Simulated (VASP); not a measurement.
A run of VASP 6.6.1 is set up as follows.

File POSCAR:

```
Sn2P
1.0
    6.5878959845      0.0000000000      0.0000000000
    0.0000000000      6.5878959845      0.0000000000
    0.0000000000      0.0000000000      3.8710396703
Sn P
4 2
Direct
    0.2937878144      0.2937878144      0.0000000000
    0.2062121856      0.7937878144      0.5000000000
    0.7062121856      0.7062121856      0.0000000000
    0.7937878144      0.2062121856      0.5000000000
    0.0000000000      0.0000000000      0.0000000000
    0.5000000000      0.5000000000      0.5000000000
```

INCAR.step1

```
  PREC = Accurate
  ENCUT = 600
  ISMEAR = 0
  SIGMA = 0.1
  LREAL = False
  LASPH = True
  NELM = 60
  GGA = PE
  ALGO = Normal
  EDIFF = 1E-4
  LWAVE = True
  LCHARG = False
  KPAR = 4
```

INCAR.step2

```
  PREC = Accurate
  ENCUT = 600
  EDIFF = 1E-6
  ISMEAR = 0
  SIGMA = 0.1
  LREAL = False
  LASPH = True
  NELM = 60
  ALGO = Normal
  ISIF = 3
  LWAVE = False
  LCHARG = False
  METAGGA = R2SCAN
  LMIXTAU = True
  IBRION = 2
  NSW = 100
  EDIFFG = -0.01
  ISTART = 1
  KPAR = 4
```

KPOINTS

```
Automatic mesh
0
Gamma
  6 6 10
```

Potentials or basis: VASP PAW PBE potentials, release 64 (Sn_d, P).

Launch:

```sh
$ cat potpaw_PBE.64/Sn_d/POTCAR potpaw_PBE.64/P/POTCAR > POTCAR
$ cp INCAR.step1 INCAR
$ mpirun -np 4 vasp_std > vasp.out
$ cp INCAR.step2 INCAR
$ mpirun -np 4 vasp_std > vasp.out
```

Problem. Estimate the relaxed volume.

Solution. 28.02 Å³/atom.

Problem. What does it give for the space group after relaxing (to 0.1 Å)?

Solution. P4_2/mnm (No. 136).

Problem. What does it give for the relaxed cell?

Solution. a = 6.569 Å, b = 6.569 Å, c = 3.895 Å, α = 90.00°, β = 90.00°, γ = 90.00°.

Problem. Estimate the band gap on the k mesh.

Solution. Zero (bands 33 and 34 overlap by 2.17 eV).

The path:
```tsv
step	energy change (eV)	largest force (eV/Å)	pressure (GPa)	volume (Å³)
1	0.0000	0.0279	0.05	168.00
2	-0.0006	0.0143	0.00	168.21
3	-0.0010	0.0069	-0.10	168.54
4	-0.0011	0.0078	0.03	168.10
```

Caveat: the PAW data sets were made with another functional, which shifts forces and pressure a little; spin-orbit coupling is left out, which moves the levels of the heavy elements.
